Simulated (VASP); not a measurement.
The system is CaSe.

```xyz
2
Lattice="0.0000 2.9795 2.9795 2.9795 0.0000 2.9795 2.9795 2.9795 0.0000" Properties=species:S:1:pos:R:3 pbc="T T T"
Ca    0.0000    0.0000    0.0000
Se    2.9795    2.9795    2.9795
```

| Item | Value |
| --- | --- |
| Program | VASP 6.6.1 |
| Task | relaxation of cell and atoms |
| Functional | LDA |
| Potentials or basis | VASP PAW LDA potentials, release 64 (Ca_sv, Se) |
| Cutoff | 600 eV |
| k mesh | 6 × 6 × 6 |
| Occupations | fermi-dirac, width 0.02 eV |
| Spin | no spin polarisation |

At the start: pressure -3.9 GPa; volume 26.45 Å³/atom.

Problem. How do energy, volume and symmetry change on relaxing?

Solution. Over 3 steps the energy falls by 26.5 meV/atom and the volume is 24.41 Å³/atom (-7.7 %); space group Fm-3m (No. 225, to 0.05 Å).

Step by step:
```tsv
step	energy change (eV)	largest force (eV/Å)	pressure (GPa)	volume (Å³)
1	0.0000	0.0000	-3.89	52.90
2	-0.0512	0.0000	0.83	48.14
3	-0.0529	0.0000	0.01	48.82
```

Final structure:
```xyz
2
Lattice="0.0000 2.9008 2.9008 2.9008 0.0000 2.9008 2.9008 2.9008 0.0000" Properties=species:S:1:pos:R:3 pbc="T T T"
Ca    0.0000    0.0000    0.0000
Se    2.9008    2.9008    2.9008
```
